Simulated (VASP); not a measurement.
# N (P6_3/mmc) in VASP: settings compared, part 2 of 2

VASP 6.6.1. Earlier steps stand in the parts before.

## (4) Single point, PBEsol

Contents of INCAR:

```
SYSTEM = N
ALGO = Normal
EDIFF = 1E-7
ENCUT = 520
GGA = PS
ISIF = 2
ISMEAR = -1
LASPH = .TRUE.
LCHARG = .FALSE.
LREAL = .FALSE.
LWAVE = .FALSE.
NBANDS = 18
NELM = 60
PREC = Accurate
SIGMA = 0.05
```

Contents of KPOINTS:

```
k-points
0
G
  4 4 2
  0 0 0
```

Contents of POSCAR:

```
N
1.0
    4.1672328106      0.0000000000      0.0000000000
   -2.0836164053      3.6089294775      0.0000000000
    0.0000000000      0.0000000000      7.0060035100
N
4
Direct
    0.6666666667      0.3333333333      0.6710699600
    0.6666666667      0.3333333333      0.8289300400
    0.3333333333      0.6666666667      0.1710699600
    0.3333333333      0.6666666667      0.3289300400
```

Potentials or basis: VASP PAW PBE potentials, release 64 (N).

Launch:

```
$ cat potpaw_PBE.64/N/POTCAR > POTCAR
$ mpirun -np 1 vasp_std > vasp.out
```

OUTCAR:

```text
SYSTEM = N
   EDIFF = 1E-7
   ENCUT = 520
   GGA = PS
   ISIF = 2
   ISMEAR = -1
   LASPH = .TRUE.
   LREAL = .FALSE.
   NELM = 60
   PREC = Accurate

 ion  position               nearest neighbor table
   1  0.667  0.333  0.671-   2 1.11
   2  0.667  0.333  0.829-   1 1.11
   3  0.333  0.667  0.171-   4 1.11
   4  0.333  0.667  0.329-   3 1.11

  LATTYP: Found a hexagonal cell.
 ALAT       =     4.1672328106
 C/A-ratio  =     1.6812124084

  Lattice vectors:

 A1 = (   4.1672328106,   0.0000000000,   0.0000000000)
 A2 = (  -2.0836164053,   3.6089294775,   0.0000000000)
 A3 = (   0.0000000000,   0.0000000000,   7.0060035100)

Analysis of symmetry for initial positions (statically):
=====================================================================
 Subroutine PRICEL returns:
 Original cell was already a primitive cell.

 Routine SETGRP: Setting up the symmetry group for a
 hexagonal supercell.

 Subroutine GETGRP returns: Found 24 space group operations
 (whereof 12 operations were pure point group operations)
 out of a pool of 24 trial point group operations.

The static configuration has the point symmetry D_3d.
 The point group associated with its full space group is D_6h.

Analysis of symmetry for dynamics (positions and initial velocities):
=====================================================================
 Subroutine PRICEL returns:
 Original cell was already a primitive cell.

 Routine SETGRP: Setting up the symmetry group for a
 hexagonal supercell.

 Subroutine GETGRP returns: Found 24 space group operations
 (whereof 12 operations were pure point group operations)
 out of a pool of 24 trial point group operations.

The dynamic configuration has the point symmetry D_3d.
[... 102 lines left out ...]
   ISMEAR =    -1;   SIGMA  =   0.05  broadening in eV -4-tet -1-fermi 0-gaus
   EFERMI_NEDOS =   21; number of points for ismear=-14 and -15
   IALGO  =     38    algorithm
   IMIX   =      4    mixing-type and parameters
     AMIX     =   0.40;   BMIX     =  1.00
     AMIX_MAG =   1.60;   BMIX_MAG =  1.00
  volume/ion in A,a.u.               =      26.34       177.76
  Fermi-wavevector in a.u.,A,eV,Ry     =   0.940848  1.777944 12.043801  0.885194
  Thomas-Fermi vector in A             =   2.068300
   LORBIT       =      0    0 simple, 1 ext, 2 COOP (PROOUT), +10 PAW based schemes
   GGA     = PS    functional components
   LHFCALC =     F    Hartree Fock is set to
   AEXX    =    0.0000 exact exchange contribution
   IVDW    =     0    specifies the selected vdW correction
   LEPSILON=     F    determine dielectric tensor
   LRPA    =     F    only Hartree local field effects (RPA)
 non-spin polarized calculation
  energy-cutoff  :      520.00
  volume of cell :      105.37
 maximum number of plane-waves:      2882
 NGX is ok and might be reduce to    32
   NGX = 15   NGY = 15   NGZ = 27

 number of electron      20.0000001 magnetization

 Free energy of the ion-electron system (eV)
  ---------------------------------------------------
  ext. energy  EPLUGINS =         0.00000000
  ---------------------------------------------------
  free energy    TOTEN  =       -34.13064477 eV

  energy without entropy =      -34.13064477  energy(sigma->0) =      -34.13064477

 E-fermi :  -5.5457     XC(G=0):  -5.8128

 val. band max:       -6.6955680287   @ k =   0.0000   0.0000   0.0000
 cond. band min:       0.3668414177   @ k =   0.2500   0.2500   0.0000
 fundamental gap:      7.0624094464
 Fermi energy:        -5.5457419901

 k-point     1 :       0.0000    0.0000    0.0000
  band No.  band energies     occupation
      1     -25.2647      2.00000
      2     -25.2401      2.00000
      3     -10.8154      2.00000
      4     -10.0751      2.00000
      5      -8.5371      2.00000
      6      -8.5371      2.00000
[... 145 lines left out ...]
      5      -8.6919      2.00000
      6      -8.6919      2.00000
[... 10 lines left out ...]
     17       6.6190      0.00000
     18       6.6190      0.00000

------------------------ aborting loop because EDIFF is reached ----------------------------------------

  FORCE on cell =-STRESS in cart. coord.  units (eV):
  Direction    XX          YY          ZZ          XY          YZ          ZX
  --------------------------------------------------------------------------------------
  -------------------------------------------------------------------------------------
  Total        0.0075173      0.0075173      1.9473895      0.0000000     -0.0000000      0.0000000
  in kB        0.1143077      0.1143077     29.6119429      0.0000000     -0.0000000      0.0000000
  external PRESSURE =       9.9468528 kB  Pullay stress =       0.0000000 kB

 VOLUME and BASIS-vectors are now :
 -----------------------------------------------------------------------------
  energy-cutoff  :      520.00
  volume of cell :      105.37
      direct lattice vectors                 reciprocal lattice vectors
     4.167232811  0.000000000  0.000000000     0.239967395  0.138545240  0.000000000
    -2.083616405  3.608929477  0.000000000     0.000000000  0.277090480  0.000000000
     0.000000000  0.000000000  7.006003510     0.000000000  0.000000000  0.142734727

 POSITION                                       TOTAL-FORCE (eV/Angst)
 -----------------------------------------------------------------------------------
      2.08362      1.20298      4.70152         0.000000      0.000000     -0.891605
      2.08362      1.20298      5.80749         0.000000     -0.000000      0.891605
     -0.00000      2.40595      1.19852        -0.000000      0.000000     -0.891605
     -0.00000      2.40595      2.30449        -0.000000     -0.000000      0.891605
 -----------------------------------------------------------------------------------
    total drift:                               -0.000000      0.000000      0.000000

  FREE ENERGIE OF THE ION-ELECTRON SYSTEM (eV)
  ---------------------------------------------------
  free  energy   TOTEN  =       -34.1306447742 eV

  energy  without entropy=      -34.1306447742  energy(sigma->0) =      -34.13064477
```

OSZICAR:

```text
N       E                     dE             d eps       ncg     rms          rms(c)
DAV:   1     0.115389493736E+03    0.11539E+03   -0.89089E+03   288   0.914E+02
DAV:   2    -0.252554062494E+02   -0.14064E+03   -0.13799E+03   372   0.221E+02
DAV:   3    -0.356609192658E+02   -0.10406E+02   -0.10338E+02   356   0.675E+01
DAV:   4    -0.357428591655E+02   -0.81940E-01   -0.81900E-01   304   0.736E+00
DAV:   5    -0.357436872620E+02   -0.82810E-03   -0.82809E-03   336   0.662E-01    0.112E+01
DAV:   6    -0.344487443114E+02    0.12949E+01   -0.14988E+00   312   0.806E+00    0.646E+00
DAV:   7    -0.341363660492E+02    0.31238E+00   -0.10759E+00   338   0.690E+00    0.162E+00
DAV:   8    -0.341302742345E+02    0.60918E-02   -0.83263E-02   310   0.208E+00    0.247E-01
DAV:   9    -0.341302780250E+02   -0.37905E-05   -0.31274E-03   300   0.388E-01    0.119E-01
DAV:  10    -0.341306201012E+02   -0.34208E-03   -0.37051E-04   292   0.171E-01    0.419E-02
DAV:  11    -0.341306357576E+02   -0.15656E-04   -0.21082E-05   300   0.421E-02    0.751E-03
DAV:  12    -0.341306469557E+02   -0.11198E-04   -0.12922E-05   292   0.276E-02    0.926E-03
DAV:  13    -0.341306450679E+02    0.18878E-05   -0.61726E-07   340   0.694E-03    0.210E-03
DAV:  14    -0.341306447200E+02    0.34789E-06   -0.23373E-07   294   0.337E-03    0.175E-04
DAV:  15    -0.341306447742E+02   -0.54201E-07   -0.13186E-08   150   0.901E-04
   1 F= -.34130645E+02 E0= -.34130645E+02  d E =-.197900E-10
```

Wall time 13 s (1 thread of Intel Xeon Platinum 8259CL at 2.50GHz (Skylake/Cascade Lake), shared host); peak memory 0.2 GiB.

Results:

```yaml
Free_energy: -34.1306 eV
Pressure: 1.0 GPa
Largest_force: 0.892 eV/Å
Band_gap_on_the_k_mesh: 7.06 eV (least direct gap 7.28 eV)
```

Forces on the atoms (eV/Å):
```
N    0.000  0.000 -0.892
N    0.000  0.000  0.892
N    0.000  0.000 -0.892
N    0.000  0.000  0.892
```

Caveat: the k points lie up to 0.45 Å⁻¹ apart; the standard files for N, O and F lose accuracy on very short bonds; this functional lacks dispersion, which holds the molecules together, so the pressure and a relaxed volume are unreliable; the PAW data sets were made with another functional, which shifts forces and pressure a little.

## (5) Single point, r2SCAN

POSCAR is that of step 4.

Contents of INCAR.step1:

```
SYSTEM = N
PREC = Accurate
ENCUT = 520
ISMEAR = -1
SIGMA = 0.05
LREAL = .False.
LASPH = .True.
NELM = 80
NBANDS = 18
GGA = PE
ALGO = Normal
EDIFF = 1E-4
LWAVE = .True.
LCHARG = .False.
```

Contents of INCAR.step2:

```
SYSTEM = N
PREC = Accurate
ENCUT = 520
EDIFF = 1E-7
ISMEAR = -1
SIGMA = 0.05
LREAL = .False.
LASPH = .True.
NELM = 80
ALGO = Normal
ISIF = 2
LWAVE = .False.
LCHARG = .False.
METAGGA = R2SCAN
LMIXTAU = .True.
NBANDS = 18
ISTART = 1
```

Contents of KPOINTS:

```
Automatic mesh
0
Gamma
  4 4 2
  0 0 0
```

Launch:

```
$ cat potpaw_PBE.64/N/POTCAR > POTCAR
$ cp INCAR.step1 INCAR
$ mpirun -np 1 vasp_std > vasp.out
$ cp INCAR.step2 INCAR
$ mpirun -np 1 vasp_std > vasp.out
```

Run time: 54 s. Hardware: 1 thread of Intel Xeon Platinum 8259CL at 2.50GHz (Skylake/Cascade Lake), shared host; peak memory 0.23 GiB.

It converged, with:

```yaml
Free_energy: -36.4512 eV
Pressure: 0.0 GPa
Largest_force: 0.172 eV/Å
Band_gap_on_the_k_mesh: 7.80 eV (least direct gap 8.02 eV)
```

Forces on the atoms (eV/Å):
```
N    0.000  0.000 -0.172
N    0.000  0.000  0.172
N    0.000  0.000 -0.172
N    0.000  0.000  0.172
```

Stress tensor (GPa, compression positive):
```
-0.25  0.00  0.00
 0.00 -0.25  0.00
 0.00  0.00  0.51
```

Levels at points of the mesh, in eV from the valence-band top:
```
           k point  band 7  band 8  band 9  band 10  band 11  band 12  band 13  band 14
(0.00, 0.00, 0.00)   -1.56   -1.56   -1.07     0.00     8.46     8.46     8.94     8.94
(0.50, 0.00, 0.00)   -1.75   -1.58   -0.54    -0.21     7.82     8.17     8.54     9.04
(0.00, 0.00, 0.50)   -1.61   -1.61   -0.49    -0.49     8.69     8.69     8.69     8.69
(0.50, 0.00, 0.50)   -1.67   -1.67   -0.42    -0.42     8.18     8.18     8.58     8.58
```

Caveat: the k points lie up to 0.45 Å⁻¹ apart; the standard files for N, O and F lose accuracy on very short bonds; the PAW data sets were made with another functional, which shifts forces and pressure a little.

## (6) Single point, HSE06

POSCAR is that of step 5.

Contents of INCAR.step1:

```
  PREC = Accurate
  ENCUT = 520
  EDIFF = 1E-5
  ISMEAR = -1
  SIGMA = 0.05
  LREAL = F
  LASPH = T
  NELM = 60
  ALGO = Normal
  ISIF = 2
  LWAVE = T
  NBANDS = 18
  GGA = PE
```

Contents of INCAR.step2:

```
  PREC = Accurate
  ENCUT = 520
  EDIFF = 1E-7
  ISMEAR = -1
  SIGMA = 0.05
  LREAL = F
  LASPH = T
  NELM = 60
  ALGO = Normal
  ISIF = 2
  LWAVE = F
  LCHARG = T
  GGA = PE
  LHFCALC = T
  HFSCREEN = 0.2079
  PRECFOCK = Normal
  LELF = T
  LVHAR = T
  NBANDS = 18
  ISTART = 1
```

Contents of KPOINTS:

```
regular mesh
0
Gamma
  4 4 2
```

Potentials or basis: VASP PAW PBE potentials, release 64 (N).

Launch:

```
$ cat potpaw_PBE.64/N/POTCAR > POTCAR
$ cp INCAR.step1 INCAR
$ mpirun -np 1 vasp_std > vasp.out
$ cp INCAR.step2 INCAR
$ mpirun -np 1 vasp_std > vasp.out
```

OUTCAR:

```text
PREC = Accurate
   ENCUT = 520
   EDIFF = 1E-7
   ISMEAR = -1
   LREAL = F
   LASPH = T
   NELM = 60
   ISIF = 2
   GGA = PE
   LHFCALC = T
   HFSCREEN = 0.2079
   PRECFOCK = Normal
   ISTART = 1

 ion  position               nearest neighbor table
   1  0.667  0.333  0.671-   2 1.11
   2  0.667  0.333  0.829-   1 1.11
   3  0.333  0.667  0.171-   4 1.11
[... 359 lines left out ...]

  FORCE on cell =-STRESS in cart. coord.  units (eV):
  Direction    XX          YY          ZZ          XY          YZ          ZX
  --------------------------------------------------------------------------------------
  -------------------------------------------------------------------------------------
  Total        0.0072227      0.0072227     -1.2161253      0.0000000      0.0000000      0.0000000
  in kB        0.1098280      0.1098280    -18.4923628      0.0000000      0.0000000      0.0000000
  external PRESSURE =      -6.0909023 kB  Pullay stress =       0.0000000 kB

 VOLUME and BASIS-vectors are now :
 -----------------------------------------------------------------------------
  energy-cutoff  :      520.00
  volume of cell :      105.37
      direct lattice vectors                 reciprocal lattice vectors
     4.167232811  0.000000000  0.000000000     0.239967395  0.138545240  0.000000000
    -2.083616405  3.608929477  0.000000000     0.000000000  0.277090480  0.000000000
     0.000000000  0.000000000  7.006003510     0.000000000  0.000000000  0.142734727

 POSITION                                       TOTAL-FORCE (eV/Angst)
 -----------------------------------------------------------------------------------
      2.08362      1.20298      4.70152        -0.000000      0.000000      0.569137
      2.08362      1.20298      5.80749         0.000000      0.000000     -0.569137
     -0.00000      2.40595      1.19852        -0.000000      0.000000      0.569137
     -0.00000      2.40595      2.30449        -0.000000     -0.000000     -0.569137
 -----------------------------------------------------------------------------------
    total drift:                                0.000000     -0.000000     -0.000000

  FREE ENERGIE OF THE ION-ELECTRON SYSTEM (eV)
  ---------------------------------------------------
  free  energy   TOTEN  =       -40.9112168246 eV

  energy  without entropy=      -40.9112168245  energy(sigma->0) =      -40.91121682
```

It took 5.8 min on 1 thread of Intel Xeon Platinum 8259CL at 2.50GHz (Skylake/Cascade Lake), shared host; peak memory 0.32 GiB.

What came out:

- Free energy: -40.9112 eV
- Pressure: -0.6 GPa
- Largest force: 0.569 eV/Å
- Band gap on the k mesh: 9.41 eV (least direct gap 9.63 eV)

Forces on the atoms (eV/Å):
```
N    0.000  0.000  0.569
N    0.000  0.000 -0.569
N    0.000  0.000  0.569
N    0.000  0.000 -0.569
```

Stress tensor (GPa, compression positive):
```
 0.01  0.00  0.00
 0.00  0.01  0.00
 0.00  0.00 -1.85
```

Levels at points of the mesh, in eV from the valence-band top:
```
           k point  band 8  band 9  band 10  band 11  band 12  band 13
(0.00, 0.00, 0.00)   -1.30   -1.12     0.00    10.21    10.21    10.77
(0.50, 0.00, 0.00)   -1.33   -0.56    -0.21     9.41     9.87    10.27
(0.00, 0.00, 0.50)   -1.35   -0.51    -0.51    10.48    10.48    10.48
(0.50, 0.00, 0.50)   -1.41   -0.44    -0.44     9.83     9.83    10.35
```

Caveat: the k points lie up to 0.45 Å⁻¹ apart; the standard files for N, O and F lose accuracy on very short bonds; this functional lacks dispersion, which holds the molecules together, so the pressure and a relaxed volume are unreliable; the PAW data sets were made with another functional, which shifts forces and pressure a little. A k mesh can miss the band edges.

## (7) Overview

| level | potentials or basis | cutoff (eV) | grid for exact exchange (PRECFOCK) | share of exact exchange | screening parameter | gap on the mesh (eV) | pressure (GPa) | largest force (eV/Å) |
| --- | --- | --- | --- | --- | --- | --- | --- | --- |
| PBE-based screened hybrid with 20 % exact exchange | VASP PAW PBE potentials, release 64 (N_h) | 1000 | Normal | 0.2 | 0.2 1/Å | 9.03 | -2.1 | 2.07 |
| LDA | VASP PAW LDA potentials, release 64 (N) | 520 | - | - | - | 6.94 | -0.9 | 0.36 |
| PBEsol | VASP PAW PBE potentials, release 64 (N) | 520 | - | - | - | 7.06 | 1.0 | 0.89 |
| r2SCAN | VASP PAW PBE potentials, release 64 (N) | 520 | - | - | - | 7.80 | 0.0 | 0.17 |
| HSE06 | VASP PAW PBE potentials, release 64 (N) | 520 | Normal | 0.25 | 0.2079 1/Å | 9.41 | -0.6 | 0.57 |

Alike in all rows: task single point; no spin polarisation; cell as given; k mesh 4 × 4 × 2; smearing fermi-dirac 0.05 eV.

Caveats: all runs use coarse meshes; the PAW data sets were made with another functional, which shifts forces and pressure a little (at least some runs); the standard files for N, O and F lose accuracy on very short bonds (at least some runs); this functional lacks dispersion, which holds the molecules together, so the pressure and a relaxed volume are unreliable (at least some runs).

Total energies depend on the potentials used, so only differences within one code and one set of settings carry meaning.
